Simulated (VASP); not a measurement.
Input of a VASP 6.6.1 run:

File POSCAR:

```
ZrB2
1.0
    3.2067247999      0.0000000000      0.0000000000
   -1.6033623999      2.7771051396      0.0000000000
    0.0000000000      0.0000000000      3.5880343415
Zr B
1 2
Direct
    0.0000000000      0.0000000000      0.0000000000
    0.3333333333      0.6666666667      0.5000000000
    0.6666666667      0.3333333333      0.5000000000
```

The input INCAR.step1:

```
SYSTEM = ZrB2
PREC = Accurate
ENCUT = 600
ISMEAR = 0
SIGMA = 0.05
LREAL = .FALSE.
LASPH = .TRUE.
NELM = 80
GGA = PE
ALGO = Normal
EDIFF = 1E-4
LWAVE = .TRUE.
LCHARG = .FALSE.
```

File INCAR.step2:

```
SYSTEM = ZrB2
PREC = Accurate
ENCUT = 600
EDIFF = 1E-6
ISMEAR = 0
SIGMA = 0.05
LREAL = .FALSE.
LASPH = .TRUE.
NELM = 80
ALGO = Normal
ISIF = 4
LWAVE = .FALSE.
LCHARG = .FALSE.
METAGGA = R2SCAN
LMIXTAU = .TRUE.
LUSE_VDW = .TRUE.
IVDW_NL = 2
BPARAM = 11.95
CPARAM = 0.0093
IBRION = 2
NSW = 60
EDIFFG = -0.01
ISTART = 1
```

Contents of KPOINTS:

```
Automatic mesh
0
G
  8 8 8
  0 0 0
```

Potentials or basis: VASP PAW PBE potentials, release 64 (Zr_sv, B).

Command:

```console
$ cat potpaw_PBE.64/Zr_sv/POTCAR potpaw_PBE.64/B/POTCAR > POTCAR
$ cp INCAR.step1 INCAR
$ mpirun -np 1 vasp_std > vasp.out
$ cp INCAR.step2 INCAR
$ mpirun -np 1 vasp_std > vasp.out
```

Predict the band gap on the k mesh.

zero (bands 9 and 10 overlap by 0.67 eV).

Final structure:
```
CELL_PARAMETERS angstrom
3.20517 0.00000 0.00000
-1.60259 2.77576 0.00000
0.00000 0.00000 3.59151
ATOMIC_POSITIONS crystal
Zr 0.00000 0.00000 0.00000
B 0.33333 0.66667 0.50000
B 0.66667 0.33333 0.50000
```
